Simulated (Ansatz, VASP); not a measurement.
**Au: VASP beside Ansatz**

INCAR

```
PREC = Accurate
ENCUT = 520
EDIFF = 1E-6
ISMEAR = 0
SIGMA = 0.15
LREAL = False
LASPH = True
NELM = 100
ALGO = Fast
ISIF = 2
LWAVE = False
LCHARG = False
GGA = PS
NBANDS = 12
```

The input KPOINTS:

```
Automatic mesh
0
Gamma
  26 26 26
```

POSCAR

```
Au
1.0
   -1.5400197247      1.5400197247      1.7021270641
    1.5400197247     -1.5400197247      1.7021270641
    1.5400197247      1.5400197247     -1.7021270641
Au
1
Direct
    0.0000000000      0.0000000000      0.0000000000
```

Input for Ansatz:

```yaml
crystal:
  lattice:
    - [-1.5400197247, 1.5400197247, 1.7021270641]
    - [1.5400197247, -1.5400197247, 1.7021270641]
    - [1.5400197247, 1.5400197247, -1.7021270641]
  atoms:
    - { symbol: Au, position: [0.0, 0.0, 0.0] }
basis:
  ecutwfc: 420
kpoints:
  mp_grid: { grid: [26, 26, 26] }
hamiltonian:
  xc: pbesol
scf:
  occupations: { method: gaussian, width: 0.15 }
output:
  forces: true
  stress: true
  eigenvalues: true
  write_density: true
  write_potential: true
  elf: true
  volumetric_format: npy
```

Change from the starting cell: strain -0.050 along x and y, +0.050 along z, atoms carried along.

Alike in both runs: task single point; functional PBEsol; k mesh 26 × 26 × 26; occupations gaussian, width 0.15 eV; no spin polarisation.

|  | VASP | Ansatz |
| --- | --- | --- |
| version | VASP 6.6.1 | Ansatz 0.2.0 |
| potentials or method | VASP PAW PBE potentials, release 64 (Au), cutoff 520 eV | scalar-relativistic, plane waves, PAW |
| valence electrons in the cell | 11 | 19 |

Ansatz gave:

```
gap on the k mesh at the Fermi level (eV)                     : none
pressure (GPa)                                                : 11.1
traceless stress, the component that is largest in VASP (GPa) : 0.61
```

Task: Which values does VASP return?

Result: gap on the k mesh at the Fermi level (eV): none; pressure (GPa): 10.8; traceless stress, the component that is largest in VASP (GPa): 0.62.

VASP's potentials were made for PBE, not for PBEsol. A gap of «none» marks a metal or a gap that the smearing closes. VASP's potentials hold 11 valence electrons a cell and Ansatz's 19, so a difference there can come from the potentials and not from the codes.

Neither program's run includes spin-orbit coupling.
